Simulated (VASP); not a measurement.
Runs of VASP 6.6.1 on SnO2. The structure is that of space group Fm-3m (No. 225), or close to it. The cells are those of the table. The cell was built from a structure type or drawn by symmetry, and may not be a known phase.

| task | cell | gap on the mesh (eV) | pressure (GPa) |
| --- | --- | --- | --- |
| single point | a = 3.644 Å, angles 60.0°, 3 atoms | none | 0.1 |
| relaxation of cell and atoms | relaxed from a = 4.185 Å, angles 60.0°, 3 atoms | none | 0.6 |
| single point | a = 3.648, b = 3.646, c = 3.646 Å, angles 60.0, 60.0, 60.0°, 3 atoms | none | -0.3 |
| relaxation of cell and atoms | relaxed from a = 3.999 Å, angles 60.0°, 3 atoms | none | 0.2 |
| single point | a = 3.646 Å, angles 60.0°, 3 atoms | none | (a) |

Alike in all rows: level PBE; potentials or basis VASP PAW PBE potentials, release 64 (Sn_d, O); no spin polarisation; k mesh 4 × 4 × 4; cutoff (eV) 600; smearing gaussian 0.15 eV.

Fill in the values left out.

(a) -0.2.

Caveats: all runs use coarse meshes; semilocal functionals underestimate gaps, so a narrow gap can read as zero; spin-orbit coupling is left out, which moves the levels of the heavy elements.

A k mesh can miss the band edges, and the runs leave out spin-orbit coupling on Sn.

A gap of «none» marks levels without a gap at the run's occupations.
